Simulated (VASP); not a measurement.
# Ba8Ti8O23 (a cell with a defect) in VASP: single point with PBE

Aim: the single point of Ba8Ti8O23 (a cell with a defect) with PBE.

Program: VASP 6.6.1. These are calculated values, not measurements. Logs are shortened: lines on timing, memory, paths and dates and some standing lists are left out, and cuts for length are marked.

## (1) The cell of the first run

The cell holds a defect, 39 atoms: a = 7.968 Å, b = 8.037 Å, c = 8.037 Å, α = 89.82°, β = 90.00°, γ = 90.00°.

## (2) Single point, PBE

INCAR reads:

```
  PREC = Accurate
  ENCUT = 520
  EDIFF = 1E-6
  ISMEAR = 0
  SIGMA = 0.02
  LREAL = Auto
  LASPH = T
  NELM = 120
  ALGO = Normal
  ISIF = 2
  LWAVE = F
  LCHARG = F
  GGA = PE
  NELECT = 312.0
  NBANDS = 182
  GGA_COMPAT = F
  KPAR = 2
  NCORE = 2
```

KPOINTS reads:

```
regular mesh
0
Gamma
  2 2 2
```

POSCAR reads:

```
Ba8Ti8O23
1.0
    7.9682000000      0.0000000000      0.0000000000
    0.0000000000      5.6741000000      5.6916000000
    0.0000000000     -5.6741000000      5.6916000000
Ba Ti O
8 8 23
Direct
    0.0010646413      0.0028633208      0.0100991132
    0.0019159585      0.0030890655      0.4981890865
    0.0021254400      0.5026950579      0.0096650199
    0.0037639688      0.5035143803      0.4960007894
    0.4914466952      0.0022586284      0.0093768143
    0.4904266944      0.0027643053      0.4988770470
    0.4932858639      0.5019207588      0.0071505011
    0.4902388533      0.5029009962      0.4970776921
    0.2414598286      0.2573682950      0.2604166940
    0.2387277323      0.2647609633      0.7590812622
    0.2414495480      0.7588064490      0.2602469898
    0.2387857056      0.7582014499      0.7599256954
    0.7423288132      0.2642142629      0.2640982836
    0.7434727519      0.2281387553      0.7574057404
    0.7416064448      0.7585275078      0.2641195545
    0.7435929575      0.7718313035      0.7578334535
    0.0036883911      0.2453361974      0.2468716119
    0.2511010997      0.2458771524      0.4929101051
    0.2515880130      0.4924240271      0.2468408652
   -0.0039769329      0.2605977741      0.7440410073
    0.2509800189      0.2458203617      0.9897028762
    0.2502654924      0.4937238322      0.7463147568
    0.0045459015      0.7471826434      0.2463936077
    0.2514197120      0.7476076747      0.4921206161
    0.2516419417      0.9938312918      0.2468437558
   -0.0038494555      0.7370471456      0.7449036021
    0.2513706425      0.7476280816      0.9907395859
    0.2498411172      0.9901661261      0.7456929680
    0.5066121051      0.2453105924      0.2469867121
    0.7528984219      0.2596353490      0.5007963214
    0.7519872472      0.4934292348      0.2485206035
    0.5125974672      0.2622730692      0.7437925510
    0.7532629655      0.2626797806      0.9834677306
    0.5058308779      0.7470468779      0.2465432512
    0.7525019576      0.7387297895      0.5004950750
    0.7522735273      0.9905407286      0.2488982574
    0.5127921407      0.7349579487      0.7445249817
    0.7528200577      0.7358868621      0.9840399754
    0.7482276929      0.9997810593      0.7512660457
```

Potentials or basis: VASP PAW PBE potentials, release 64 (Ba_sv, Ti_sv, O).

On the command line:

```console
cat potpaw_PBE.64/Ba_sv/POTCAR potpaw_PBE.64/Ti_sv/POTCAR potpaw_PBE.64/O/POTCAR > POTCAR
mpirun -np 4 vasp_std > vasp.out
```

OUTCAR:

```text
PREC = Accurate
   ENCUT = 520
   EDIFF = 1E-6
   ISMEAR = 0
   LREAL = Auto
   LASPH = T
   NELM = 120
   ISIF = 2
   GGA = PE
   NELECT = 312.0

 ion  position               nearest neighbor table
   1  0.001  0.003  0.010-  17 2.73  25 2.76  36 2.76  21 2.79  23 2.79  27 2.87  33 2.88  39 2.90
                            28 2.91  38 2.93  20 2.97  26 3.02  12 3.39  11 3.40  14 3.40  16 3.43
   2  0.002  0.003  0.498-  18 2.78  17 2.80  28 2.81  36 2.83  25 2.84  24 2.86  30 2.86  20 2.87
                            39 2.87  23 2.89  35 2.91  26 2.91  11 3.34   9 3.38  15 3.42  12 3.44
   3  0.002  0.503  0.010-  38 2.74  23 2.74  19 2.76  31 2.77  33 2.77  27 2.80  17 2.81  26 2.84
                            21 2.87  20 2.89  22 2.90  10 3.36   9 3.40  12 3.43  11 3.46  13 3.48
   4  0.004  0.504  0.496-  26 2.75  35 2.75  24 2.78  20 2.79  23 2.80  30 2.80  22 2.81  19 2.81
                            31 2.83  18 2.86  17 2.89   9 3.33  11 3.37  13 3.40  10 3.41  15 3.47
   5  0.491  0.002  0.009-  25 2.70  29 2.74  21 2.74  34 2.80  27 2.81  36 2.83  28 2.86  39 2.91
                            33 2.96  32 2.99  38 2.99  37 3.03  14 3.38  16 3.40  11 3.44  12 3.46
   6  0.490  0.003  0.499-  18 2.73  28 2.76  25 2.78  24 2.80  29 2.81  32 2.88  39 2.89  34 2.89
                            36 2.90  37 2.92  30 2.94  35 2.98  15 3.38  11 3.39  14 3.42   9 3.43
   7  0.493  0.502  0.007-  19 2.72  34 2.76  27 2.76  38 2.80  29 2.82  37 2.82  21 2.83  31 2.83
                            33 2.83  22 2.85  32 2.87  10 3.43  13 3.44   9 3.47  12 3.50  11 3.53
   8  0.490  0.503  0.497-  37 2.74  24 2.74  19 2.77  22 2.77  32 2.77  34 2.81  18 2.81  35 2.82
                            30 2.86  31 2.89  29 2.89  13 3.35   9 3.39  15 3.42  11 3.43  10 3.48
   9  0.241  0.257  0.260-  18 1.87  19 1.89  17 1.90  29 2.12  25 2.12  21 2.18   4 3.33   2 3.38
                             8 3.39   3 3.40   6 3.43   1 3.45   7 3.47   5 3.50
  10  0.239  0.265  0.759-  22 1.84  21 1.86  20 1.94  18 2.15  32 2.19  28 2.21   3 3.36   4 3.41
                             7 3.43   1 3.47   8 3.48   2 3.52   5 3.54   6 3.59
  11  0.241  0.759  0.260-  24 1.87  23 1.89  25 1.89  34 2.11  19 2.15  27 2.17   2 3.34   4 3.37
                             6 3.39   1 3.40   8 3.43   5 3.44   3 3.46   7 3.53
  12  0.239  0.758  0.760-  27 1.86  28 1.87  26 1.94  22 2.13  24 2.16  37 2.19   1 3.39   3 3.43
                             2 3.44   5 3.46   4 3.50   6 3.50   7 3.50   8 3.57
  13  0.742  0.264  0.264-  31 1.85  29 1.89  30 1.90  17 2.09  36 2.20  33 2.26   8 3.35   4 3.40
                             7 3.44   6 3.46   3 3.48   2 3.49   5 3.56   1 3.59
  14  0.743  0.228  0.757-  39 1.84  33 1.84  32 1.86  20 2.03  30 2.08   5 3.38   1 3.40   6 3.42
                             2 3.45   7 3.59   3 3.64   8 3.65   4 3.69
  15  0.742  0.759  0.264-  36 1.87  34 1.89  35 1.91  23 2.10  31 2.14  38 2.26   6 3.38   8 3.42
                             2 3.42   5 3.46   4 3.47   1 3.50   7 3.53   3 3.57
  16  0.744  0.772  0.758-  39 1.83  38 1.84  37 1.87  26 2.03  35 2.09   5 3.40   1 3.43   6 3.44
                             2 3.47   7 3.56   3 3.60   8 3.63   4 3.66
  17  0.004  0.245  0.247-   9 1.90  13 2.09   1 2.73   2 2.80   3 2.81   4 2.89
  18  0.251  0.246  0.493-   9 1.87  10 2.15   6 2.73   2 2.78   8 2.81   4 2.86
  19  0.252  0.492  0.247-   9 1.89  11 2.15   7 2.72   3 2.76   8 2.77   4 2.81
  20  0.996  0.261  0.744-  10 1.94  14 2.03   4 2.79   2 2.87   3 2.89   1 2.97
  21  0.251  0.246  0.990-  10 1.86   9 2.18   5 2.74   1 2.79   7 2.83   3 2.87
  22  0.250  0.494  0.746-  10 1.84  12 2.13   8 2.77   4 2.81   7 2.85   3 2.90
[... 15 lines left out ...]
  38  0.753  0.736  0.984-  16 1.84  15 2.26   3 2.74   7 2.80   1 2.93   5 2.99
  39  0.748  1.000  0.751-  16 1.83  14 1.84   2 2.87   6 2.89   1 2.90   5 2.91

  LATTYP: Found a base centered orthorhombic cell.
 ALAT       =    11.3482000000
 B/A-ratio  =     1.0030841896
 C/A-ratio  =     0.7021554079

  Lattice vectors:

 A1 = (   0.0000000000,   5.6741000000,  -5.6916000000)
 A2 = (   0.0000000000,   5.6741000000,   5.6916000000)
 A3 = (   7.9682000000,   0.0000000000,   0.0000000000)

Analysis of symmetry for initial positions (statically):
=====================================================================
 Subroutine PRICEL returns:
 Original cell was already a primitive cell.

 Routine SETGRP: Setting up the symmetry group for a
 base centered orthorhombic supercell.

 Subroutine GETGRP returns: Found  1 space group operations
 (whereof  1 operations were pure point group operations)
 out of a pool of  8 trial point group operations.

The static configuration has the point symmetry C_1 .

Analysis of symmetry for dynamics (positions and initial velocities):
=====================================================================
 Subroutine PRICEL returns:
 Original cell was already a primitive cell.

 Routine SETGRP: Setting up the symmetry group for a
 base centered orthorhombic supercell.

 Subroutine GETGRP returns: Found  1 space group operations
 (whereof  1 operations were pure point group operations)
 out of a pool of  8 trial point group operations.

The dynamic configuration has the point symmetry C_1 .

[... 108 lines left out ...]

 Generating k-lattice:

  Cartesian coordinates                     Fractional coordinates (reciprocal lattice)
     0.062749429  0.000000000  0.000000000     0.500000000  0.000000000  0.000000000
     0.000000000  0.044059851  0.043924380     0.000000000  0.500000000  0.000000000
     0.000000000 -0.044059851  0.043924380     0.000000000  0.000000000  0.500000000

  Length of vectors
     0.062749429  0.062214320  0.062214320

  Shift w.r.t. Gamma in fractional coordinates (k-lattice)
     0.000000000  0.000000000  0.000000000

 Subroutine IBZKPT returns following result:
 ===========================================

 Found      8 irreducible k-points:

 Following reciprocal coordinates:
            Coordinates               Weight
  0.000000  0.000000  0.000000      1.000000
  0.500000  0.000000  0.000000      1.000000
  0.000000  0.500000  0.000000      1.000000
  0.000000  0.000000  0.500000      1.000000
  0.500000  0.500000  0.000000      1.000000
  0.500000  0.000000  0.500000      1.000000
  0.000000  0.500000  0.500000      1.000000
  0.500000  0.500000  0.500000      1.000000
   k-points           NKPTS =      8   k-points in BZ     NKDIM =      8   number of bands    NBANDS=    182
   number of dos      NEDOS =    301   number of ions     NIONS =     39
   total plane-waves  NPLWV = 216000
   dimension x,y,z NGX =    60 NGY =   60 NGZ =   60
   dimension x,y,z NGXF=   120 NGYF=  120 NGZF=  120
   ions per type =               8   8  23
   NGX,Y,Z   is equivalent  to a cutoff of  12.52, 12.41, 12.41 a.u.
   NGXF,Y,Z  is equivalent  to a cutoff of  25.04, 24.82, 24.82 a.u.
 SYSTEM =  unknown system
   PREC   = accura    normal or accurate (medium, high low for compatibility)
   ISTART =      0    job   : 0-new  1-cont  2-samecut
   ICHARG =      2    charge: 1-file 2-atom 10-const
   ISPIN  =      1    spin polarized calculation?
   LNONCOLLINEAR =      F non collinear calculations
   LSORBIT =      F    spin-orbit coupling
   LASPH  =      T    aspherical Exc in radial PAW
   ENCUT  =  520.0 eV  38.22 Ry    6.18 a.u.  14.82 14.94 14.94*2*pi/ulx,y,z
   NELM   =    120;   NELMIN=  2; NELMDL= -5     # of ELM steps
   EDIFF  = 0.1E-05   stopping-criterion for ELM
   LREAL  =      T    real-space projection
   EDIFFG = 0.1E-04   stopping-criterion for IOM
   NSW    =      0    number of steps for IOM
   IBRION =     -1    ionic relax: 0-MD 1-quasi-New 2-CG
   NFREE  =      0    steps in history (QN), initial steepest desc. (CG)
   ISIF   =      2    stress and relaxation
   ISYM   =      2    0-nonsym 1-usesym 2-fastsym
   POTIM  = 0.5000    time-step for ionic-motion
   TEBEG  =    0.0;   TEEND  =   0.0 temperature during run
   PSTRESS=    0.0 pullay stress
   NELECT =     312.0000    total number of electrons
   NUPDOWN=      -1.0000    fix difference up-down
   EMIN   =  10.00;   EMAX   =-10.00  energy-range for DOS
   EFERMI =   0.00;   METHOD = LEGACY
   ISMEAR =     0;   SIGMA  =   0.02  broadening in eV -4-tet -1-fermi 0-gaus
   EFERMI_NEDOS =   21; number of points for ismear=-14 and -15
   IALGO  =     38    algorithm
   IMIX   =      4    mixing-type and parameters
     AMIX     =   0.40;   BMIX     =  1.00
     AMIX_MAG =   1.60;   BMIX_MAG =  1.00
  volume/ion in A,a.u.               =      13.20        89.05
  Fermi-wavevector in a.u.,A,eV,Ry     =   1.385540  2.618292 26.119403  1.919722
  Thomas-Fermi vector in A             =   2.509941
   LORBIT       =      0    0 simple, 1 ext, 2 COOP (PROOUT), +10 PAW based schemes
   GGA     = PE    functional components
   LHFCALC =     F    Hartree Fock is set to
   AEXX    =    0.0000 exact exchange contribution
   IVDW    =     0    specifies the selected vdW correction
   LEPSILON=     F    determine dielectric tensor
   LRPA    =     F    only Hartree local field effects (RPA)
 non-spin polarized calculation
 Gauss-broadening in eV      SIGMA  =   0.02
  energy-cutoff  :      520.00
  volume of cell :      514.66
 maximum number of plane-waves:     13884
 NGX is ok and might be reduce to    60
   NGX = 29   NGY = 29   NGZ = 29

 number of electron     312.0000024 magnetization

 Free energy of the ion-electron system (eV)
  ---------------------------------------------------
  ext. energy  EPLUGINS =         0.00000000
  ---------------------------------------------------
  free energy    TOTEN  =      -321.62077418 eV

  energy without entropy =     -321.62077418  energy(sigma->0) =     -321.62077418

 E-fermi :   3.8127     XC(G=0): -11.0542

 val. band max:        3.7224047686   @ k =   0.0000   0.0000   0.0000
 cond. band min:       5.9242882448   @ k =   0.0000   0.0000   0.0000
 fundamental gap:      2.2018834762
 Fermi energy:         3.8126983152

 k-point     1 :       0.0000    0.0000    0.0000
  band No.  band energies     occupation
      1     -52.7945      2.00000
      2     -52.7891      2.00000
      3     -52.6972      2.00000
      4     -52.6960      2.00000
      5     -52.6840      2.00000
      6     -52.6820      2.00000
[... 1357 lines left out ...]
    167       7.0915      0.00000
    168       7.1003      0.00000
 [bands above 168 left out]

------------------------ aborting loop because EDIFF is reached ----------------------------------------

  FORCE on cell =-STRESS in cart. coord.  units (eV):
  Direction    XX          YY          ZZ          XY          YZ          ZX
  --------------------------------------------------------------------------------------
  -------------------------------------------------------------------------------------
  Total        3.3445374      5.3286409      5.1033662      0.1228730      1.8588224     -1.0032842
  in kB       10.4117820     16.5884366     15.8871405      0.3825122      5.7866459     -3.1232949
  external PRESSURE =      14.2957864 kB  Pullay stress =       0.0000000 kB

 VOLUME and BASIS-vectors are now :
 -----------------------------------------------------------------------------
  energy-cutoff  :      520.00
  volume of cell :      514.66
      direct lattice vectors                 reciprocal lattice vectors
     7.968200000  0.000000000  0.000000000     0.125498858  0.000000000  0.000000000
     0.000000000  5.674100000  5.691600000     0.000000000  0.088119702  0.087848760
     0.000000000 -5.674100000  5.691600000     0.000000000 -0.088119702  0.087848760

 POSITION                                       TOTAL-FORCE (eV/Angst)
 -----------------------------------------------------------------------------------
      0.00848     -0.04106      0.07378        -0.024980      0.038543     -0.060852
      0.01527     -2.80925      2.85307        -0.035615     -0.032832      0.009009
      0.01694      2.79750      2.91615        -0.007367      0.024640     -0.052006
      0.02999      0.04263      5.68884        -0.025612     -0.026728     -0.007029
      3.91595     -0.04039      0.06622         0.057700      0.038116     -0.060694
      3.90782     -2.81499      2.85514         0.059285     -0.024754      0.004133
[... 31 lines left out ...]
      5.99862     -1.40805      9.78914        -0.012807     -0.024098      0.056626
      5.96203      1.41010      9.96626        -0.003184     -0.004354     -0.001789
 -----------------------------------------------------------------------------------
    total drift:                                0.053240      0.013781     -0.064726

  FREE ENERGIE OF THE ION-ELECTRON SYSTEM (eV)
  ---------------------------------------------------
  free  energy   TOTEN  =      -321.6207741770 eV

  energy  without entropy=     -321.6207741770  energy(sigma->0) =     -321.62077418
```

It took 6.9 min on 4 MPI ranks of Intel Xeon Platinum 8259CL at 2.50GHz (Skylake/Cascade Lake), shared host; peak memory 0.49 GiB.

Results:

| Quantity | Value |
| --- | --- |
| Free energy | -321.6208 eV |
| Largest force | 0.106 eV/Å |

Forces on the atoms (eV/Å):
```
Ba  -0.025  0.039 -0.061
Ba  -0.036 -0.033  0.009
Ba  -0.007  0.025 -0.052
Ba  -0.026 -0.027 -0.007
Ba   0.058  0.038 -0.061
Ba   0.059 -0.025  0.004
Ba   0.033  0.016 -0.041
Ba   0.051 -0.017 -0.013
Ti   0.034 -0.003 -0.069
Ti   0.038 -0.011 -0.099
Ti   0.042  0.027 -0.080
Ti   0.036  0.005 -0.064
Ti   0.044 -0.009 -0.071
Ti   0.051  0.078 -0.009
Ti   0.038 -0.007 -0.078
Ti   0.055  0.012 -0.065
O   -0.035  0.003  0.017
O   -0.009 -0.025  0.046
O   -0.010  0.029  0.043
O   -0.032 -0.020  0.007
O   -0.009 -0.034  0.049
O   -0.004  0.033  0.049
O   -0.040  0.001  0.018
O   -0.010 -0.031  0.047
O   -0.015  0.016  0.040
O   -0.026  0.004  0.022
O   -0.011 -0.034  0.047
O   -0.006  0.031  0.056
O   -0.037  0.001  0.015
O   -0.008 -0.047  0.028
O   -0.011  0.040  0.045
O   -0.044 -0.019  0.004
O   -0.012 -0.050  0.033
O   -0.037  0.002  0.016
O   -0.013 -0.026  0.048
O   -0.011  0.036  0.046
O   -0.049  0.008  0.026
O   -0.013 -0.024  0.057
O   -0.003 -0.004 -0.002
```

Caveat: the cell carries a net charge on a neutralising background, which shifts energy and pressure; the cell is charged against a uniform background, so pressure and absolute levels hang on convention; spin-orbit coupling is left out, which moves the levels of the heavy elements.
